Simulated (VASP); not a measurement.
**Tl: single point with PBE+D3(BJ)**

Tl:

```xyz
1
Lattice="-1.8925 1.8925 1.8439 1.8925 -1.8925 1.8439 1.8925 1.8925 -1.8439" Properties=species:S:1:pos:R:3 pbc="T T T"
Tl    0.0000    0.0000    0.0000
```

This cell differs from its parent crystal: strain -0.025 along x and y, -0.050 along z.

```
Program                : VASP 6.6.1
Task                   : single point
Functional             : PBE
Dispersion             : D3(BJ)
Potentials or basis    : VASP PAW PBE potentials, release 64 (Tl_d)
Cutoff                 : 520 eV
k mesh                 : 18 × 18 × 18
Occupations            : gaussian, width 0.15 eV
Spin                   : no spin polarisation
Dipole correction      : no
Further INCAR settings : ALGO = Fast; EDIFF = 1e-07; NBANDS = 12
```

```
Pressure                   : 4.9 GPa
Band gap on the k mesh     : zero (an odd number of electrons rules out a gap without spin polarisation)
Dispersion energy per atom : -0.372 eV
```

Stress tensor (GPa, compression positive):
```
4.76 0.00 0.00
0.00 4.76 0.00
0.00 0.00 5.06
```

Levels at points of the mesh, in eV from the Fermi level:
| k point | band 4 | band 5 | band 6 | band 7 | band 8 | band 9 |
| --- | --- | --- | --- | --- | --- | --- |
| (0.00, 0.00, 0.00) | -11.34 | -11.30 | -10.63 | 11.55 | 11.55 | 11.90 |
| (0.50, 0.00, 0.00) | -11.29 | -10.97 | -4.91 | -3.06 | 6.05 | 7.25 |
| (0.50, 0.50, 0.00) | -11.33 | -10.98 | -5.08 | -3.14 | 6.44 | 7.71 |
| (0.50, 0.50, 0.50) | -11.06 | -11.05 | -1.13 | 1.23 | 1.23 | 1.77 |

Run time: 60 s on 1 thread of AMD EPYC 9R45 96-Core Processor (Zen 5), with other jobs on the host, peak memory 0.23 GiB.

Caveat: the cell differs from its parent crystal (strain -0.025 along x and y, -0.050 along z); the cell stands under pressure; spin-orbit coupling is left out, which moves the levels of the heavy elements.
